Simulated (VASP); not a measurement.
Set up this calculation in VASP 6.6.1, as the native input.

| Property | Result |
| --- | --- |
| Task | single point |
| Functional | PBE |
| Dispersion | D3(BJ) |
| Potentials or basis | VASP PAW PBE potentials, release 64 (O, H, Na_pv) |
| Cutoff | 520 eV |
| k mesh | 1 × 1 × 1 |
| Occupations | fermi-dirac, width 0.02 eV |
| Spin | no spin polarisation |
| Dipole correction | no |
| Further INCAR settings | LREAL = Auto; ALGO = Normal; EDIFF = 1e-06; NBANDS = 47 |

The structure of NaH13O7 lies in POSCAR:

```
NaH13O7
1.0
    6.0731780000      0.0000000000      0.0000000000
    0.0000000000      6.0731780000      0.0000000000
    0.0000000000      0.0000000000      6.0731780000
O H Na
7 13 1
Direct
    0.7433669818      0.4014372706      0.1315620915
    0.1307223335     -0.1692688737      0.2101700296
    0.3248875630      0.0806826344      0.7284653932
    0.0062570206      0.3968268343      0.6130562944
    0.6506642815      0.8350652657      1.0478204327
    0.2979494426      0.6216843965      0.9282290096
    0.5719410826      0.6262125036      0.6357791588
    0.8323813331      0.5051720862      0.2292539425
    0.5840434777      0.4461585022      0.1261612948
    0.2293692034     -0.1821945611      0.3681927320
    0.2154390996     -0.2327282355      0.0400943295
    0.3323301244      0.1661568293      0.8782716397
    0.2356591557     -0.0505995378      0.7385260238
    0.1025328090      0.3138554477      0.7212039561
   -0.1204805787      0.4638592842      0.6902646357
    0.7116702326      0.7133003512      0.9696900041
    0.5471435219      0.8862740397      0.9554799810
    0.4415480659      0.6389735325      0.7585814215
    0.1760692672      0.5895430695      0.8245435915
    0.5451346890      0.5196620287      0.5373298790
    0.7383613653      0.9736253408      0.3237843515
```

These files were run (other wordings do the same):

INCAR

```
SYSTEM = NaH13O7
ALGO = Normal ; EDIFF = 1E-6
ENCUT = 520 ; GGA = PE
ISIF = 2 ; ISMEAR = -1
IVDW = 12 ; LASPH = .True.
LCHARG = .False. ; LREAL = Auto
LWAVE = .False. ; NBANDS = 47
NELM = 80 ; PREC = Accurate
SIGMA = 0.02
```

KPOINTS

```
k-points
0
Gamma
  1 1 1
  0 0 0
```

Potentials or basis: VASP PAW PBE potentials, release 64 (O, H, Na_pv).

Run with:

```sh
$ cat potpaw_PBE.64/O/POTCAR potpaw_PBE.64/H/POTCAR potpaw_PBE.64/Na_pv/POTCAR > POTCAR
$ mpirun -np 1 vasp_gam > vasp.out
```

It gave:

The pressure is 0.2 GPa and the largest force is 5.084 eV/Å. The dispersion energy per atom is -0.042 eV.

Caveat: the k points lie up to 1.03 Å⁻¹ apart.

Run time: 12 s on 1 thread of AMD EPYC 9R45 96-Core Processor (Zen 5), with other jobs on the host, peak memory 0.27 GiB.
